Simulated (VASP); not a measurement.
# BaHfO3 (Pm-3m) in VASP: notebook

The runs below take BaHfO3 through single point, with r2SCAN.

Everything below comes from runs of VASP 6.6.1. Logs are shortened: lines on timing, memory, paths and dates and some standing lists are left out, and cuts for length are marked.

### Step 1. The cell of the first run

The structure is cubic, space group Pm-3m (No. 221). Conventional cell: a = 4.218 Å, b = 4.218 Å, c = 4.218 Å, α = 90.00°, β = 90.00°, γ = 90.00°. Ba (site symmetry m-3m) has 12 O at 2.98 Å and 8 Hf at 3.65 Å within 3.9 Å. Within 2.8 Å of Hf (site symmetry m-3m) lie 6 O at 2.11 Å. Within 2.8 Å of O (site symmetry 4/mmm) lie 2 Hf at 2.11 Å.

### Step 2. Single point, r2SCAN (15.01 Å³/atom)

File POSCAR:

```
BaHfO3
1.0
    4.2184114095      0.0000000000      0.0000000000
    0.0000000000      4.2184114095      0.0000000000
    0.0000000000      0.0000000000      4.2184083684
Ba Hf O
1 1 3
Direct
    0.5000000000      0.5000000000      0.9979971341
    0.0000000000      0.0000000000      0.4979944383
    0.0000000000      0.5000000000      0.4980131608
    0.5000000000      0.0000000000      0.4980131608
    0.0000000000      0.0000000000      0.9980038959
```

File INCAR.step1:

```
SYSTEM = BaHfO3
ALGO = Normal
EDIFF = 1E-4
ENCUT = 520
GGA = PE
ISMEAR = 0
LASPH = .TRUE.
LCHARG = .FALSE.
LREAL = .FALSE.
LWAVE = .TRUE.
NBANDS = 27
NELM = 60
PREC = Accurate
SIGMA = 0.01
```

File INCAR.step2:

```
SYSTEM = BaHfO3
ALGO = Normal
EDIFF = 1E-7
ENCUT = 520
ISIF = 2
ISMEAR = 0
ISTART = 1
LASPH = .TRUE.
LCHARG = .FALSE.
LMIXTAU = .TRUE.
LREAL = .FALSE.
LWAVE = .FALSE.
METAGGA = R2SCAN
NBANDS = 27
NELM = 60
PREC = Accurate
SIGMA = 0.01
```

File KPOINTS:

```
k-points
0
G
  6 6 6
  0 0 0
```

Potentials or basis: VASP PAW PBE potentials, release 64 (Ba_sv, Hf_pv, O).

Launch:

```sh
cat potpaw_PBE.64/Ba_sv/POTCAR potpaw_PBE.64/Hf_pv/POTCAR potpaw_PBE.64/O/POTCAR > POTCAR
cp INCAR.step1 INCAR
mpirun -np 1 vasp_std > vasp.out
cp INCAR.step2 INCAR
mpirun -np 1 vasp_std > vasp.out
```

OUTCAR:

```text
SYSTEM = BaHfO3
   EDIFF = 1E-7
   ENCUT = 520
   ISIF = 2
   ISMEAR = 0
   ISTART = 1
   LASPH = .TRUE.
   LREAL = .FALSE.
   METAGGA = R2SCAN
   NELM = 60
   PREC = Accurate

 ion  position               nearest neighbor table
   1  0.500  0.500  0.998-   3 2.98   4 2.98   4 2.98   3 2.98   5 2.98   5 2.98   5 2.98   5 2.98
                             3 2.98   4 2.98   4 2.98   3 2.98   2 3.65   2 3.65   2 3.65   2 3.65
   2  0.000  0.000  0.498-   5 2.11   4 2.11   3 2.11   3 2.11   4 2.11   5 2.11   1 3.65   1 3.65
                             1 3.65   1 3.65   1 3.65   1 3.65   1 3.65   1 3.65
   3  0.000  0.500  0.498-   2 2.11   2 2.11   1 2.98   1 2.98   1 2.98   1 2.98
   4  0.500  0.000  0.498-   2 2.11   2 2.11   1 2.98   1 2.98   1 2.98   1 2.98
   5  0.000  0.000  0.998-   2 2.11   2 2.11   1 2.98   1 2.98   1 2.98   1 2.98

  LATTYP: Found a simple cubic cell.
 ALAT       =     4.2184114095

  Lattice vectors:

 A1 = (   4.2184114095,   0.0000000000,   0.0000000000)
 A2 = (   0.0000000000,   4.2184114095,   0.0000000000)
 A3 = (   0.0000000000,   0.0000000000,   4.2184083684)

Analysis of symmetry for initial positions (statically):
=====================================================================
 Subroutine PRICEL returns:
 Original cell was already a primitive cell.

 Routine SETGRP: Setting up the symmetry group for a
 simple cubic supercell.

 Subroutine GETGRP returns: Found  8 space group operations
 (whereof  8 operations were pure point group operations)
 out of a pool of 48 trial point group operations.

The static configuration has the point symmetry C_4v.

Analysis of symmetry for dynamics (positions and initial velocities):
=====================================================================
 Subroutine PRICEL returns:
 Original cell was already a primitive cell.

 Routine SETGRP: Setting up the symmetry group for a
 simple cubic supercell.

 Subroutine GETGRP returns: Found  8 space group operations
 (whereof  8 operations were pure point group operations)
 out of a pool of 48 trial point group operations.

The dynamic configuration has the point symmetry C_4v.

 Subroutine INISYM returns: Found  8 space group operations
 (whereof  8 operations are pure point group operations),
 and found     1 'primitive' translations

----------------------------------------------------------------------------------------

                                     Primitive cell

[... 98 lines left out ...]
   EDIFFG = 0.1E-05   stopping-criterion for IOM
   NSW    =      0    number of steps for IOM
   IBRION =     -1    ionic relax: 0-MD 1-quasi-New 2-CG
   NFREE  =      0    steps in history (QN), initial steepest desc. (CG)
   ISIF   =      2    stress and relaxation
   ISYM   =      2    0-nonsym 1-usesym 2-fastsym
   POTIM  = 0.5000    time-step for ionic-motion
   TEBEG  =    0.0;   TEEND  =   0.0 temperature during run
   PSTRESS=    0.0 pullay stress
   NELECT =      38.0000    total number of electrons
   NUPDOWN=      -1.0000    fix difference up-down
   EMIN   =  10.00;   EMAX   =-10.00  energy-range for DOS
   EFERMI =   0.00;   METHOD = LEGACY
   ISMEAR =     0;   SIGMA  =   0.01  broadening in eV -4-tet -1-fermi 0-gaus
   EFERMI_NEDOS =   21; number of points for ismear=-14 and -15
   IALGO  =     38    algorithm
   IMIX   =      4    mixing-type and parameters
     AMIX     =   0.40;   BMIX     =  1.00
     AMIX_MAG =   1.60;   BMIX_MAG =  1.00
  volume/ion in A,a.u.               =      15.01       101.31
  Fermi-wavevector in a.u.,A,eV,Ry     =   1.304730  2.465582 23.161463  1.702319
  Thomas-Fermi vector in A             =   2.435646
   LORBIT       =      0    0 simple, 1 ext, 2 COOP (PROOUT), +10 PAW based schemes
   METAGGA = R2SCAN    functional components
   LHFCALC =     F    Hartree Fock is set to
   AEXX    =    0.0000 exact exchange contribution
   IVDW    =     0    specifies the selected vdW correction
   LEPSILON=     F    determine dielectric tensor
   LRPA    =     F    only Hartree local field effects (RPA)
 non-spin polarized calculation
 Gauss-broadening in eV      SIGMA  =   0.01
  energy-cutoff  :      520.00
  volume of cell :       75.07
 maximum number of plane-waves:      2048
 NGX is ok and might be reduce to    32
   NGX = 15   NGY = 15   NGZ = 15

 number of electron      37.9999988 magnetization

 Free energy of the ion-electron system (eV)
  ---------------------------------------------------
  ext. energy  EPLUGINS =         0.00000000
  ---------------------------------------------------
  free energy    TOTEN  =      -107.96733821 eV

  energy without entropy =     -107.96733821  energy(sigma->0) =     -107.96733821

 E-fermi :   1.9847     XC(G=0): -11.2805

 val. band max:        1.9356523656   @ k =   0.5000   0.5000   0.5000
 cond. band min:       5.9788844121   @ k =   0.0000   0.0000   0.0000
 fundamental gap:      4.0432320465
 Fermi energy:         1.9846624002

 k-point     1 :       0.0000    0.0000    0.0000
  band No.  band energies     occupation
      1     -27.9891      2.00000
      2     -27.9890      2.00000
      3     -27.9890      2.00000
      4     -24.0926      2.00000
      5     -15.6320      2.00000
      6     -15.1307      2.00000
[... 709 lines left out ...]
     26      10.8342      0.00000
     27      11.0027      0.00000

 [... further k-points ...]

------------------------ aborting loop because EDIFF is reached ----------------------------------------

  FORCE on cell =-STRESS in cart. coord.  units (eV):
  Direction    XX          YY          ZZ          XY          YZ          ZX
  --------------------------------------------------------------------------------------
  -------------------------------------------------------------------------------------
  Total       -2.5789538     -2.5789538     -2.5788469      0.0000000      0.0000000     -0.0000000
  in kB      -55.0437044    -55.0437044    -55.0414236      0.0000000      0.0000000     -0.0000000
  external PRESSURE =     -55.0429441 kB  Pullay stress =       0.0000000 kB

 VOLUME and BASIS-vectors are now :
 -----------------------------------------------------------------------------
  energy-cutoff  :      520.00
  volume of cell :       75.07
      direct lattice vectors                 reciprocal lattice vectors
     4.218411409  0.000000000  0.000000000     0.237056063  0.000000000  0.000000000
     0.000000000  4.218411409  0.000000000     0.000000000  0.237056063  0.000000000
     0.000000000  0.000000000  4.218408368     0.000000000  0.000000000  0.237056234

 POSITION                                       TOTAL-FORCE (eV/Angst)
 -----------------------------------------------------------------------------------
      2.10921      2.10921      4.20996         0.000000     -0.000000      0.000845
      0.00000      0.00000      2.10074         0.000000      0.000000     -0.000390
      0.00000      2.10921      2.10082         0.000000      0.000000     -0.000156
      2.10921      0.00000      2.10082        -0.000000      0.000000     -0.000156
      0.00000      0.00000      4.20999         0.000000      0.000000     -0.000143
 -----------------------------------------------------------------------------------
    total drift:                                0.000000     -0.000000     -0.000278

  FREE ENERGIE OF THE ION-ELECTRON SYSTEM (eV)
  ---------------------------------------------------
  free  energy   TOTEN  =      -107.9673382102 eV

  energy  without entropy=     -107.9673382102  energy(sigma->0) =     -107.96733821
```

OUTCAR.step1:

```text
SYSTEM = BaHfO3
   EDIFF = 1E-4
   ENCUT = 520
   GGA = PE
   ISMEAR = 0
[... 955 lines left out ...]
      0.00000      0.00000      2.10074         0.000000      0.000000      0.000348
      0.00000      2.10921      2.10082        -0.000000      0.000000     -0.000219
      2.10921      0.00000      2.10082        -0.000000      0.000000     -0.000219
      0.00000      0.00000      4.20999        -0.000000      0.000000      0.000045
 -----------------------------------------------------------------------------------
    total drift:                                0.000000     -0.000000     -0.000832

  FREE ENERGIE OF THE ION-ELECTRON SYSTEM (eV)
  ---------------------------------------------------
  free  energy   TOTEN  =       -43.5536391773 eV

  energy  without entropy=      -43.5536391773  energy(sigma->0) =      -43.55363918
```

OSZICAR.step1:

```text
N       E                     dE             d eps       ncg     rms          rms(c)
DAV:   1     0.208066798055E+03    0.20807E+03   -0.20376E+04  2160   0.135E+03
DAV:   2    -0.386880371610E+02   -0.24675E+03   -0.23717E+03  2740   0.308E+02
DAV:   3    -0.503887466325E+02   -0.11701E+02   -0.11639E+02  2761   0.639E+01
DAV:   4    -0.506389982920E+02   -0.25025E+00   -0.24989E+00  3198   0.746E+00
DAV:   5    -0.506419439744E+02   -0.29457E-02   -0.29452E-02  2729   0.642E-01    0.549E+01
DAV:   6    -0.437631529401E+02    0.68788E+01   -0.34385E+01  2448   0.321E+01    0.484E+01
DAV:   7    -0.435921467939E+02    0.17101E+00   -0.19702E+00  2762   0.844E+00    0.326E+01
DAV:   8    -0.435796198323E+02    0.12527E-01   -0.41734E-01  2527   0.489E+00    0.847E+00
DAV:   9    -0.435535883803E+02    0.26031E-01   -0.93339E-02  2462   0.199E+00    0.223E+00
DAV:  10    -0.435537646589E+02   -0.17628E-03   -0.82733E-03  2778   0.575E-01    0.842E-01
DAV:  11    -0.435536039863E+02    0.16067E-03   -0.66207E-04  2702   0.156E-01    0.183E-01
DAV:  12    -0.435536391773E+02   -0.35191E-04   -0.66791E-05  1716   0.541E-02
   1 F= -.43553639E+02 E0= -.43553639E+02  d E =-.791417E-32
```

Wall time 7.8 min (1 thread of Intel Xeon 8259CL, shared host); peak memory 0.22 GiB.

What came out:

- Free energy: -107.9673 eV
- Pressure: -5.5 GPa
- Band gap on the k mesh: 4.04 eV (least direct gap 4.31 eV)

Caveat: the cell stands under tension; the PAW data sets were made with another functional, which shifts forces and pressure a little; spin-orbit coupling is left out, which moves the levels of the heavy elements.

### Step 3. Single point, r2SCAN (15.45 Å³/atom)

This run uses another cell than the first one, of 15.45 Å³/atom.

POSCAR: that of step 2 with these lines changed.

```diff
@@ -2,5 +2,5 @@
 1.0
-    4.2184114095      0.0000000000      0.0000000000
-    0.0000000000      4.2184114095      0.0000000000
-    0.0000000000      0.0000000000      4.2184083684
+    4.2589755461      0.0000000000      0.0000000000
+    0.0000000000      4.2589755461      0.0000000000
+    0.0000000000      0.0000000000      4.2589724757
 Ba Hf O
```

File INCAR.step1:

```
ALGO = Normal ; EDIFF = 1E-4
ENCUT = 520 ; GGA = PE
ISMEAR = 0 ; LASPH = True
LCHARG = False ; LREAL = False
LWAVE = True ; NBANDS = 27
NELM = 100 ; PREC = Accurate
SIGMA = 0.01
```

File INCAR.step2:

```
ALGO = Normal ; EDIFF = 1E-6
ENCUT = 520 ; ISIF = 2
ISMEAR = 0 ; ISTART = 1
LASPH = True ; LCHARG = False
LMIXTAU = True ; LREAL = False
LWAVE = False ; METAGGA = R2SCAN
NBANDS = 27 ; NELM = 100
PREC = Accurate ; SIGMA = 0.01
```

File KPOINTS:

```
k-points
0
Gamma
  6 6 6
```

Potentials or basis: VASP PAW PBE potentials, release 64 (Ba_sv, Hf_pv, O).

Launch:

```sh
cat potpaw_PBE.64/Ba_sv/POTCAR potpaw_PBE.64/Hf_pv/POTCAR potpaw_PBE.64/O/POTCAR > POTCAR
cp INCAR.step1 INCAR
mpirun -np 1 vasp_std > vasp.out
cp INCAR.step2 INCAR
mpirun -np 1 vasp_std > vasp.out
```

It took 7.7 min on 1 thread of Intel Xeon 8259CL, shared host; peak memory 0.21 GiB.

It converged, with:

| Property | Result |
| --- | --- |
| Free energy | -107.8662 eV |
| Pressure | -9.6 GPa |
| Band gap on the k mesh | 3.97 eV (least direct gap 4.27 eV) |

Levels at points of the mesh, in eV from the valence-band top:
| k point | band 15 | band 16 | band 17 | band 18 | band 19 | band 20 | band 21 | band 22 | band 23 | band 24 |
| --- | --- | --- | --- | --- | --- | --- | --- | --- | --- | --- |
| (0.00, 0.00, 0.00) | -0.92 | -0.92 | -0.29 | -0.29 | -0.29 | 3.97 | 3.97 | 3.97 | 5.13 | 5.13 |
| (0.50, 0.00, 0.00) | -1.63 | -1.63 | -1.54 | -0.62 | -0.62 | 4.46 | 6.47 | 6.47 | 6.81 | 7.08 |
| (0.00, 0.00, 0.50) | -1.63 | -1.63 | -1.54 | -0.62 | -0.62 | 4.46 | 6.47 | 6.47 | 6.81 | 7.08 |
| (0.50, 0.50, 0.00) | -2.22 | -1.21 | -0.94 | -0.94 | -0.07 | 6.38 | 6.38 | 6.87 | 7.15 | 8.18 |
| (0.00, 0.50, 0.50) | -2.22 | -1.21 | -0.94 | -0.94 | -0.07 | 6.38 | 6.38 | 6.87 | 7.15 | 8.18 |
| (0.50, 0.50, 0.50) | -2.49 | -2.49 | 0.00 | 0.00 | 0.00 | 6.43 | 6.43 | 6.43 | 7.82 | 7.82 |

Caveat: the cell stands under tension; the PAW data sets were made with another functional, which shifts forces and pressure a little; spin-orbit coupling is left out, which moves the levels of the heavy elements.
